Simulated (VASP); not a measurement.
# Ni in VASP: further runs

Runs on Ni. Level: PBE. Tasks: single point.

Program: VASP 6.6.1. These are calculated values, not measurements. Logs are shortened: lines on timing, memory, paths and dates and some standing lists are left out, and cuts for length are marked.

## Step 1: The cell of the first run

The cell holds a slab with vacuum, 1 atom: a = 2.489 Å, b = 2.489 Å, c = 13.000 Å, α = 90.00°, β = 90.00°, γ = 90.00°.

## Step 2: Single point, PBE, collinear spin, ferromagnetic start

Input file INCAR:

```
PREC = Accurate ; ENCUT = 520
EDIFF = 1E-7 ; ISMEAR = -1
SIGMA = 0.1 ; LREAL = False
LASPH = True ; NELM = 150
ALGO = Normal ; ISIF = 2
LWAVE = False ; LCHARG = True
ISPIN = 2 ; MAGMOM = 1
LORBIT = 11 ; LMAXMIX = 4
LDIPOL = True ; IDIPOL = 3
DIPOL = 0.5 0.5 0.500 ; GGA = PE
LELF = True ; LVHAR = True
LVACPOTAV = True ; NBANDS = 15
```

Input file KPOINTS:

```
regular mesh
0
Gamma
  16 16 1
```

Input file POSCAR:

```
Ni
1.0
    2.4893873964      0.0000000000      0.0000000000
    0.0000000000      2.4893873964      0.0000000000
    0.0000000000      0.0000000000     13.0000000000
Ni
1
Direct
    0.0000000000      0.0000000000      0.5000000000
```

Potentials or basis: VASP PAW PBE potentials, release 64 (Ni).

Command:

```
$ cat potpaw_PBE.64/Ni/POTCAR > POTCAR
$ mpirun -np 1 vasp_std > vasp.out
```

OUTCAR:

```text
PREC = Accurate
   ENCUT = 520
   EDIFF = 1E-7
   ISMEAR = -1
   LREAL = False
   LASPH = True
   NELM = 150
   ISIF = 2
   ISPIN = 2
   LORBIT = 11
   GGA = PE

 ion  position               nearest neighbor table
   1  0.000  0.000  0.500-

  LATTYP: Found a simple tetragonal cell.
 ALAT       =     2.4893873964
 C/A-ratio  =     5.2221683209

  Lattice vectors:

 A1 = (   2.4893873964,   0.0000000000,   0.0000000000)
 A2 = (   0.0000000000,   2.4893873964,   0.0000000000)
 A3 = (   0.0000000000,   0.0000000000,  13.0000000000)

Analysis of symmetry for initial positions (statically):
=====================================================================
 Subroutine PRICEL returns:
 Original cell was already a primitive cell.

 Routine SETGRP: Setting up the symmetry group for a
 simple tetragonal supercell.

 Subroutine GETGRP returns: Found 16 space group operations
 (whereof 16 operations were pure point group operations)
 out of a pool of 16 trial point group operations.

The static configuration has the point symmetry D_4h.

Analysis of symmetry for dynamics (positions and initial velocities):
=====================================================================
 Subroutine PRICEL returns:
 Original cell was already a primitive cell.

 Routine SETGRP: Setting up the symmetry group for a
 simple tetragonal supercell.

 Subroutine GETGRP returns: Found 16 space group operations
 (whereof 16 operations were pure point group operations)
 out of a pool of 16 trial point group operations.

The dynamic configuration has the point symmetry D_4h.

Analysis of structural, dynamic, and magnetic symmetry:
=====================================================================
 Subroutine PRICEL returns:
 Original cell was already a primitive cell.

 Routine SETGRP: Setting up the symmetry group for a
 simple tetragonal supercell.

 Subroutine GETGRP returns: Found 16 space group operations
 (whereof 16 operations were pure point group operations)
 out of a pool of 16 trial point group operations.

The overall configuration has the point symmetry D_4h.

 Subroutine INISYM returns: Found 16 space group operations
 (whereof 16 operations are pure point group operations),
 and found     1 'primitive' translations

----------------------------------------------------------------------------------------

                                     Primitive cell

  volume of cell :      80.5616

  direct lattice vectors                    reciprocal lattice vectors
     2.489387396  0.000000000  0.000000000     0.401705255  0.000000000  0.000000000
     0.000000000  2.489387396  0.000000000     0.000000000  0.401705255  0.000000000
     0.000000000  0.000000000 13.000000000     0.000000000  0.000000000  0.076923077

  length of vectors
     2.489387396  2.489387396 13.000000000     0.401705255  0.401705255  0.076923077

  position of ions in fractional coordinates (direct lattice)
     0.000000000  0.000000000  0.500000000

  ion indices of the primitive-cell ions
   primitive index   ion index
                 1           1

----------------------------------------------------------------------------------------

 KPOINTS: regular mesh

Automatic generation of k-mesh.
 Grid dimensions read from file:
 generate k-points for:   16   16    1

 Generating k-lattice:

  Cartesian coordinates                     Fractional coordinates (reciprocal lattice)
     0.025106578  0.000000000  0.000000000     0.062500000  0.000000000  0.000000000
     0.000000000  0.025106578  0.000000000     0.000000000  0.062500000  0.000000000
     0.000000000  0.000000000  0.076923077     0.000000000  0.000000000  1.000000000

  Length of vectors
     0.025106578  0.025106578  0.076923077

  Shift w.r.t. Gamma in fractional coordinates (k-lattice)
     0.000000000  0.000000000  0.000000000

 Subroutine IBZKPT returns following result:
 ===========================================

 Found     45 irreducible k-points:

 Following reciprocal coordinates:
            Coordinates               Weight
  0.000000  0.000000  0.000000      1.000000
  0.062500  0.000000  0.000000      4.000000
  0.125000  0.000000  0.000000      4.000000
  0.187500  0.000000  0.000000      4.000000
  0.250000  0.000000  0.000000      4.000000
  0.312500  0.000000  0.000000      4.000000
[... 16 lines left out ...]
  0.437500  0.125000  0.000000      8.000000
  0.500000  0.125000  0.000000      4.000000
 [... further k-points ...]
   k-points           NKPTS =     45   k-points in BZ     NKDIM =     45   number of bands    NBANDS=     15
   number of dos      NEDOS =    301   number of ions     NIONS =      1
   total plane-waves  NPLWV =  39200
   dimension x,y,z NGX =    20 NGY =   20 NGZ =   98
   dimension x,y,z NGXF=    40 NGYF=   40 NGZF=  196
   ions per type =               1
   NGX,Y,Z   is equivalent  to a cutoff of  13.36, 13.36, 12.53 a.u.
   NGXF,Y,Z  is equivalent  to a cutoff of  26.71, 26.71, 25.06 a.u.
 SYSTEM =  unknown system
   PREC   = accura    normal or accurate (medium, high low for compatibility)
   ISTART =      0    job   : 0-new  1-cont  2-samecut
   ICHARG =      2    charge: 1-file 2-atom 10-const
   ISPIN  =      2    spin polarized calculation?
   LNONCOLLINEAR =      F non collinear calculations
   LSORBIT =      F    spin-orbit coupling
   LASPH  =      T    aspherical Exc in radial PAW
   ENCUT  =  520.0 eV  38.22 Ry    6.18 a.u.   4.63  4.63 24.17*2*pi/ulx,y,z
   NELM   =    150;   NELMIN=  2; NELMDL= -5     # of ELM steps
   EDIFF  = 0.1E-06   stopping-criterion for ELM
   LREAL  =      F    real-space projection
   EDIFFG = 0.1E-05   stopping-criterion for IOM
   NSW    =      0    number of steps for IOM
   IBRION =     -1    ionic relax: 0-MD 1-quasi-New 2-CG
   NFREE  =      0    steps in history (QN), initial steepest desc. (CG)
   ISIF   =      2    stress and relaxation
   ISYM   =      2    0-nonsym 1-usesym 2-fastsym
   POTIM  = 0.5000    time-step for ionic-motion
   TEBEG  =    0.0;   TEEND  =   0.0 temperature during run
   PSTRESS=    0.0 pullay stress
   NELECT =      10.0000    total number of electrons
   NUPDOWN=      -1.0000    fix difference up-down
   EMIN   =  10.00;   EMAX   =-10.00  energy-range for DOS
   EFERMI =   0.00;   METHOD = LEGACY
   ISMEAR =    -1;   SIGMA  =   0.10  broadening in eV -4-tet -1-fermi 0-gaus
   EFERMI_NEDOS =   21; number of points for ismear=-14 and -15
   IALGO  =     38    algorithm
   IMIX   =      4    mixing-type and parameters
     AMIX     =   0.40;   BMIX     =  1.00
     AMIX_MAG =   1.60;   BMIX_MAG =  1.00
  volume/ion in A,a.u.               =      80.56       543.66
  Fermi-wavevector in a.u.,A,eV,Ry     =   0.816643  1.543231  9.073796  0.666905
  Thomas-Fermi vector in A             =   1.926948
   LORBIT       =     11    0 simple, 1 ext, 2 COOP (PROOUT), +10 PAW based schemes
   GGA     = PE    functional components
   LHFCALC =     F    Hartree Fock is set to
   AEXX    =    0.0000 exact exchange contribution
   IVDW    =     0    specifies the selected vdW correction
   LEPSILON=     F    determine dielectric tensor
   LRPA    =     F    only Hartree local field effects (RPA)
 spin polarized calculation
  energy-cutoff  :      520.00
  volume of cell :       80.56
 maximum number of plane-waves:      2221
 NGX is ok and might be reduce to    20
   NGX =  9   NGY =  9   NGZ = 49

 number of electron      10.0000000 magnetization       1.0000000

 number of electron       9.9999980 magnetization       0.9646056

 dipolmoment           0.000000      0.000000     -0.000000 electrons x Angstroem

 Free energy of the ion-electron system (eV)
  ---------------------------------------------------
  ext. energy  EPLUGINS =         0.00000000
  ---------------------------------------------------
  free energy    TOTEN  =        -3.74280258 eV

  energy without entropy =       -3.65090747  energy(sigma->0) =       -3.69685502

 E-fermi :  -3.0370     XC(G=0):  -3.2891

 val. band max:       -3.0413921831   @ k =   0.2500   0.0625   0.0000
 cond. band min:      -3.0233534407   @ k =   0.1875   0.1250   0.0000
 fundamental gap:      0.0180387423
 Fermi energy:        -3.0369840288

 spin component 1

 k-point     1 :       0.0000    0.0000    0.0000
  band No.  band energies     occupation
      1      -7.8528      1.00000
      2      -5.9557      1.00000
      3      -4.6119      1.00000
      4      -4.0113      0.99994
      5      -4.0113      0.99994
      6      -3.9069      0.99983
      7      -1.7779      0.00000
      8       1.6177      0.00000
      9       2.9120      0.00000
     10       3.4625      0.00000
     11       6.9831      0.00000
     12       7.6737      0.00000
     13      13.0646      0.00000
     14      13.7275      0.00000
     15      16.3123      0.00000
[... 397 lines left out ...]
 k-point    24 :       0.5000    0.1250    0.0000
  band No.  band energies     occupation
      1      -5.4267      1.00000
      2      -5.2902      1.00000
      3      -4.9862      1.00000
      4      -4.0873      0.99997
      5      -3.9800      0.99992
      6      -0.9304      0.00000
      7       0.9369      0.00000
      8       4.3120      0.00000
      9       6.3752      0.00000
     10       7.8644      0.00000
     11       8.0488      0.00000
     12       9.3108      0.00000
     13       9.6043      0.00000
     14       9.8160      0.00000
     15       9.8898      0.00000

 [... further k-points ...]

 spin component 2

 k-point     1 :       0.0000    0.0000    0.0000
  band No.  band energies     occupation
      1      -7.7494      1.00000
      2      -5.2259      1.00000
      3      -4.0113      0.99994
      4      -2.8368      0.11903
      5      -2.8368      0.11903
      6      -2.6292      0.01666
      7      -1.7939      0.00000
      8       1.5823      0.00000
      9       2.8505      0.00000
     10       3.4603      0.00000
     11       6.9525      0.00000
     12       7.6577      0.00000
     13      13.0358      0.00000
     14      13.7044      0.00000
     15      16.5040      0.00000
[... 397 lines left out ...]
 k-point    24 :       0.5000    0.1250    0.0000
  band No.  band energies     occupation
      1      -4.7695      1.00000
      2      -4.3002      1.00000
      3      -3.9246      0.99986
      4      -3.2798      0.91896
      5      -2.9293      0.25417
      6      -0.8052      0.00000
      7       1.3120      0.00000
      8       4.3717      0.00000
      9       6.4157      0.00000
     10       7.8054      0.00000
     11       8.0109      0.00000
     12       9.2622      0.00000
     13       9.5648      0.00000
     14       9.7742      0.00000
     15       9.8861      0.00000

 [... further k-points ...]
[... 5 lines left out ...]
  --------------------------------------------------------------------------------------
  -------------------------------------------------------------------------------------
  Total       -2.2578904     -2.2578904     -0.0004706     -0.0000000      0.0000000      0.0000000
  in kB      -44.9040093    -44.9040093     -0.0093585     -0.0000000      0.0000000      0.0000000
  external PRESSURE =     -29.9391257 kB  Pullay stress =       0.0000000 kB

 VOLUME and BASIS-vectors are now :
 -----------------------------------------------------------------------------
  energy-cutoff  :      520.00
  volume of cell :       80.56
      direct lattice vectors                 reciprocal lattice vectors
     2.489387396  0.000000000  0.000000000     0.401705255  0.000000000  0.000000000
     0.000000000  2.489387396  0.000000000     0.000000000  0.401705255  0.000000000
     0.000000000  0.000000000 13.000000000     0.000000000  0.000000000  0.076923077

 POSITION                                       TOTAL-FORCE (eV/Angst)
 -----------------------------------------------------------------------------------
      0.00000      0.00000      6.50000         0.000000      0.000000      0.000000
 -----------------------------------------------------------------------------------
    total drift:                               -0.000000     -0.000000      0.000000

  FREE ENERGIE OF THE ION-ELECTRON SYSTEM (eV)
  ---------------------------------------------------
  free  energy   TOTEN  =        -3.7428025839 eV

  energy  without entropy=       -3.6509074653  energy(sigma->0) =       -3.69685502

 vacuum level on the upper side and lower side of the slab         2.075         2.075

 total charge

# of ion       s       p       d       tot
------------------------------------------
    1        0.459   0.183   8.272   8.914

 magnetization (x)

# of ion       s       p       d       tot
------------------------------------------
    1        0.007  -0.007   0.988   0.988
```

Wall time 3.7 min (1 thread of Intel Xeon 8259CL, shared host); peak memory 0.26 GiB.

What came out:

```yaml
Free_energy: -3.7428 eV
Net_moment: 0.96 μB per cell
Site_moments: Ni +0.99 μB
Valence_electrons_inside_the_program's_atomic_spheres: Ni 8.91
```

(Part 1 of 2 ends here.)
